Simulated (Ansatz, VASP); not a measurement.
**ZrSi2: VASP beside Ansatz**

```
CELL_PARAMETERS angstrom
1.83844 -7.28718 0.00000
1.83844 7.28718 0.00000
0.00000 0.00000 3.65654
ATOMIC_POSITIONS crystal
Zr 0.89528 0.10472 0.25000
Zr 0.10472 0.89528 0.75000
Si 0.44604 0.55396 0.75000
Si 0.55396 0.44604 0.25000
Si 0.25023 0.74977 0.25000
Si 0.74977 0.25023 0.75000
```

Alike in both runs: functional PBEsol; k mesh 10 × 10 × 10; occupations fermi-dirac, width 0.15 eV; no spin polarisation.

Ansatz relaxed the structure, and its values are those at the end. VASP's run is a single point on that final structure, the one shown.

|  | VASP | Ansatz |
| --- | --- | --- |
| version | VASP 6.6.1 | Ansatz 0.2.0 |
| potentials or method | VASP PAW PBE potentials, release 64 (Zr_sv, Si), cutoff 520 eV | scalar-relativistic, plane waves, PAW |
| valence electrons in the cell | 40 | 40 |

Ansatz gave:

```
gap on the k mesh at the Fermi level (eV) : none
pressure (GPa)                            : 0.0
```

**Question.** Which values does VASP return?

**Answer.** gap on the k mesh at the Fermi level (eV): none; pressure (GPa): 0.1.

VASP's potentials were made for PBE, not for PBEsol, and Ansatz warns of the same on its side. A gap of «none» marks a metal or a gap that the smearing closes.
